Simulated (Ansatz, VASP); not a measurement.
**One calculation of Ir, two programs**

The input POSCAR:

```
Ir
1.0
    0.0000000000      1.9197000000      1.8429120000
    1.9197000000      0.0000000000      1.8429120000
    1.9197000000      1.9197000000      0.0000000000
Ir
1
Direct
    0.0000000000      0.0000000000      0.0000000000
```

INCAR.step1

```
SYSTEM = Ir
PREC     = Accurate       ! precision mode
ENCUT    = 520            ! plane-wave cutoff, eV
ISMEAR   = 0              ! smearing method
SIGMA    = 0.15           ! smearing width, eV
LREAL    = .False.        ! projectors in reciprocal space
LASPH    = .True.         ! aspherical terms in the spheres
NELM     = 60             ! most SCF steps
NBANDS   = 10             ! bands
GGA      = PE             ! functional
ALGO     = Normal         ! electronic algorithm
EDIFF    = 1E-4           ! SCF threshold, eV
LWAVE    = .True.         ! write WAVECAR
LCHARG   = .False.        ! write CHGCAR
```

File INCAR.step2:

```
SYSTEM = Ir
PREC     = Accurate       ! precision mode
ENCUT    = 520            ! plane-wave cutoff, eV
EDIFF    = 1E-6           ! SCF threshold, eV
ISMEAR   = 0              ! smearing method
SIGMA    = 0.15           ! smearing width, eV
LREAL    = .False.        ! projectors in reciprocal space
LASPH    = .True.         ! aspherical terms in the spheres
NELM     = 60             ! most SCF steps
ALGO     = Normal         ! electronic algorithm
ISIF     = 2              ! what is computed and relaxed
LWAVE    = .False.        ! write WAVECAR
LCHARG   = .False.        ! write CHGCAR
METAGGA  = R2SCAN         ! meta-GGA
LMIXTAU  = .True.       
NBANDS   = 10             ! bands
ISTART   = 1
```

Contents of KPOINTS:

```
Automatic mesh
0
Gamma
  22 22 22
  0 0 0
```

Input for Ansatz:

```yaml
crystal:
  lattice:
    - [0.0, 1.9197, 1.842912]
    - [1.9197, 0.0, 1.842912]
    - [1.9197, 1.9197, 0.0]
  atoms:
    - { symbol: Ir, position: [0.0, 0.0, 0.0] }
basis:
  ecutwfc: 500
kpoints:
  mp_grid: { grid: [22, 22, 22] }
hamiltonian:
  xc: r2scan
scf:
  occupations: { method: gaussian, width: 0.15 }
output:
  forces: true
  stress: true
  eigenvalues: true
```

Change from the starting cell: strain +0.000 along x and y, -0.040 along z, atoms carried along.

Alike in both runs: task single point; functional r2SCAN; k mesh 22 × 22 × 22; occupations gaussian, width 0.15 eV; no spin polarisation.

|  | VASP | Ansatz |
| --- | --- | --- |
| version | VASP 6.6.1 | Ansatz 0.2.0 |
| potentials or method | VASP PAW PBE potentials, release 64 (Ir), cutoff 520 eV | scalar-relativistic, plane waves, PAW |
| valence electrons in the cell | 9 | 17 |

|  | VASP | Ansatz | Ansatz less VASP |
| --- | --- | --- | --- |
| gap on the k mesh at the Fermi level (eV) | none | none | - |
| pressure (GPa) | 22.6 | 19.4 | -3.18 |
| traceless stress, the component that is largest in VASP (GPa) | 11.33 | 11.31 | -0.023 |

VASP's potentials were made for PBE, not for r2SCAN. A gap of «none» marks a metal or a gap that the smearing closes. With one functional, cell and mesh, what is left measures potentials, basis and numerics. VASP's potentials hold 9 valence electrons a cell and Ansatz's 17, so a difference there can come from the potentials and not from the codes.

Neither program's run includes spin-orbit coupling.
